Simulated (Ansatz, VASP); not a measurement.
# One calculation of Ag, two programs

INCAR

```
SYSTEM = Ag
PREC     = Accurate       ! precision mode
ENCUT    = 520            ! plane-wave cutoff, eV
EDIFF    = 1E-8           ! SCF threshold, eV
ISMEAR   = -1             ! smearing method
SIGMA    = 0.08           ! smearing width, eV
LREAL    = .FALSE.        ! projectors in reciprocal space
LASPH    = .TRUE.         ! aspherical terms in the spheres
NELM     = 80             ! most SCF steps
ALGO     = Normal         ! electronic algorithm
ISIF     = 2              ! what is computed and relaxed
LWAVE    = .FALSE.        ! write WAVECAR
LCHARG   = .FALSE.        ! write CHGCAR
GGA      = PE             ! functional
LEFG     = .TRUE.       
NBANDS   = 30             ! bands
```

File KPOINTS:

```
Automatic mesh
0
G
  14 14 4
  0 0 0
```

POSCAR

```
Ag
1.0
    2.7996129413      0.0000000000      0.0000000000
   -1.3998064707      2.4245359280      0.0000000000
    0.0000000000      0.0000000000     10.0000000000
Ag
4
Direct
    0.3333333333      0.6666666667      0.2500000000
    0.6666666667      0.3333333333      0.7500000000
    0.0000000000      0.0000000000      0.0000000000
    0.0000000000      0.0000000000      0.5000000000
```

Input for Ansatz:

```yaml
crystal:
  lattice:
    - [2.7996129413, 0.0, 0.0]
    - [-1.3998064707, 2.424535928, 0.0]
    - [0.0, 0.0, 10.0]
  atoms:
    - { symbol: Ag, position: [0.3333333333, 0.6666666667, 0.25] }
    - { symbol: Ag, position: [0.6666666667, 0.3333333333, 0.75] }
    - { symbol: Ag, position: [0.0, 0.0, 0.0] }
    - { symbol: Ag, position: [0.0, 0.0, 0.5] }
kpoints:
  mp_grid: { grid: [14, 14, 4] }
scf:
  occupations: { method: fermi_dirac, width: 0.08 }
hamiltonian:
  xc: pbe
  pseudopotentials: { kind: all_electron, datasets: crystal }
output:
  forces: true
  stress: true
  eigenvalues: true
  efg: { contact_densities: true }
```

Change from the starting cell: equal xx and yy strain of -3 %, crystal datasets.

Alike in both runs: task electric field gradients; functional PBE; k mesh 14 × 14 × 4; occupations fermi-dirac, width 0.08 eV; no spin polarisation.

|  | VASP | Ansatz |
| --- | --- | --- |
| version | VASP 6.6.1 | Ansatz 0.2.0 |
| potentials or method | VASP PAW PBE potentials, release 64 (Ag), cutoff 520 eV | all-electron PAW with datasets made for the crystal, scalar-relativistic |

Ansatz gave:

- pressure (GPa): 6.6
- traceless stress, the component that is largest in VASP (GPa): -7.02
- size of Vzz on the site where it differs most (V/Å²): 10.3

Problem. Estimate VASP's values.

Solution. Pressure (GPa): 6.4; traceless stress, the component that is largest in VASP (GPa): -6.98; size of Vzz on the site where it differs most (V/Å²): 20.0.

Ansatz ran all-electron here, and VASP with PAW potentials.
